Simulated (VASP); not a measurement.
**PbSe: single point with PBEsol**

Crystal: PbSe.

```
CELL_PARAMETERS angstrom
0.00000 3.10245 3.10245
3.10245 0.00000 3.10245
3.10245 3.10245 0.00000
ATOMIC_POSITIONS crystal
Pb 0.00000 0.00000 0.00000
Se 0.50000 0.50000 0.50000
```

This cell differs from its parent crystal: volume scaled by 1.04.

```json
{
 "Program": "VASP 6.6.1",
 "Task": "single point",
 "Functional": "PBEsol",
 "Potentials or basis": "VASP PAW PBE potentials, release 64 (Pb_d, Se)",
 "Cutoff": "500 eV",
 "k mesh": "9 × 9 × 9",
 "Occupations": "fermi-dirac, width 0.01 eV",
 "Spin": "no spin polarisation",
 "Dipole correction": "no",
 "Further INCAR settings": "ALGO = Normal; EDIFF = 1e-06; NBANDS = 17"
}
```

The pressure is -2.4 GPa.

Levels at points of the mesh, in eV from the Fermi level:
```
           k point  band 6  band 7  band 8  band 9  band 10  band 11  band 12  band 13  band 14  band 15
(0.00, 0.00, 0.00)  -13.30   -6.42   -1.71   -1.71    -1.71     4.56     4.56     4.56     6.51     6.51
```

Wall time 15 s on 1 thread of Intel(R) Xeon(R) 6975P-C (Granite Rapids), with other jobs on the host, peak memory 0.19 GiB.

Caveat: this odd mesh misses L, where the gap lies, so gap, dielectric constants and Born charges aren't listed; the PAW data sets were made with another functional, which shifts forces and pressure a little; spin-orbit coupling is left out, which moves the levels of the heavy elements.
